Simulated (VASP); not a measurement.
A run of VASP 6.6.1 is set up as follows.

File INCAR:

```
SYSTEM = HClF2
PREC     = Accurate       ! precision mode
ENCUT    = 600            ! plane-wave cutoff, eV
EDIFF    = 1E-7           ! SCF threshold, eV
ISMEAR   = 0              ! smearing method
SIGMA    = 0.02           ! smearing width, eV
LREAL    = .FALSE.        ! projectors in reciprocal space
LASPH    = .TRUE.         ! aspherical terms in the spheres
NELM     = 60             ! most SCF steps
ALGO     = Normal         ! electronic algorithm
ISIF     = 4              ! what is computed and relaxed
LWAVE    = .FALSE.        ! write WAVECAR
LCHARG   = .FALSE.        ! write CHGCAR
GGA      = PE             ! functional
IVDW     = 12             ! dispersion correction
IBRION   = 2              ! ionic algorithm
NSW      = 50             ! ionic steps
EDIFFG   = -0.01          ! ionic threshold
```

File KPOINTS:

```
regular mesh
0
G
  12 12 6
  0 0 0
```

POSCAR

```
HClF2
1.0
    3.7514785308      0.0000000000      0.0000000000
   -1.8757392654      3.2488757094      0.0000000000
    0.0000000000      0.0000000000      5.9925978660
H Cl F
1 1 2
Direct
    0.0000000000      0.0000000000      0.5000000000
    0.0000000000      0.0000000000      0.0000000000
    0.0000000000      0.0000000000      0.3128112326
    0.0000000000      0.0000000000      0.6871887674
```

Potentials or basis: VASP PAW PBE potentials, release 64 (H, Cl, F).

The run is started by

```sh
$ cat potpaw_PBE.64/H/POTCAR potpaw_PBE.64/Cl/POTCAR potpaw_PBE.64/F/POTCAR > POTCAR
$ mpirun -np 1 vasp_std > vasp.out
```

Task: Predict the band gap on the k mesh.

Result: 1.16 eV.

Task: Predict the dispersion energy per atom.

Result: -0.048 eV.

Final structure:
```
CELL_PARAMETERS angstrom
3.73398 0.00000 0.00000
-1.86699 3.23372 0.00000
0.00000 0.00000 6.04889
ATOMIC_POSITIONS crystal
H 0.00000 0.00000 0.50000
Cl 0.00000 0.00000 0.00000
F 0.00000 0.00000 0.31246
F 0.00000 0.00000 0.68754
```

A k mesh can miss the band edges.
